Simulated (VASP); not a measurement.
A run of VASP 6.6.1 is set up as follows.

INCAR

```
SYSTEM = MgO
ALGO = Normal
EDIFF = 1E-7
ENCUT = 520
GGA = PE
ISIF = 2
ISMEAR = 0
LASPH = .TRUE.
LCHARG = .TRUE.
LELF = .TRUE.
LREAL = .FALSE.
LVHAR = .TRUE.
LWAVE = .FALSE.
NBANDS = 11
NELM = 60
PREC = Accurate
SIGMA = 0.1
```

KPOINTS

```
k-points
0
G
  8 8 8
  0 0 0
```

POSCAR

```
MgO
1.0
    0.0000000000      2.1245000000      2.1245000000
    2.1245000000      0.0000000000      2.1245000000
    2.1245000000      2.1245000000      0.0000000000
Mg O
1 1
Direct
    0.0000000000      0.0000000000      0.0000000000
    0.5000000000      0.5000000000      0.5000000000
```

Potentials or basis: VASP PAW PBE potentials, release 64 (Mg, O).

Run with:

```sh
$ cat potpaw_PBE.64/Mg/POTCAR potpaw_PBE.64/O/POTCAR > POTCAR
$ mpirun -np 1 vasp_std > vasp.out
```

Task: Estimate the band gap on the k mesh.

Result: 4.48 eV, direct.

Task: What does it give for the pressure?

Result: -0.2 GPa.

**Measured values to compare with.**

From “Electronic structure of alkaline earth and post-transition metal oxides”, 2009, arxiv:0908.1581, for a bulk crystal of MgO: band gap 7.83 eV.

A measured gap of MgO is 7.83 eV (quoted in “Electronic structure of alkaline earth and post-transition metal oxides”, 2009, arxiv:0908.1581); the calculated 4.48 eV misses it by -3.35 eV. The value is that of PBE, without temperature or zero-point motion. Semilocal functionals fall short of measured gaps as a rule.
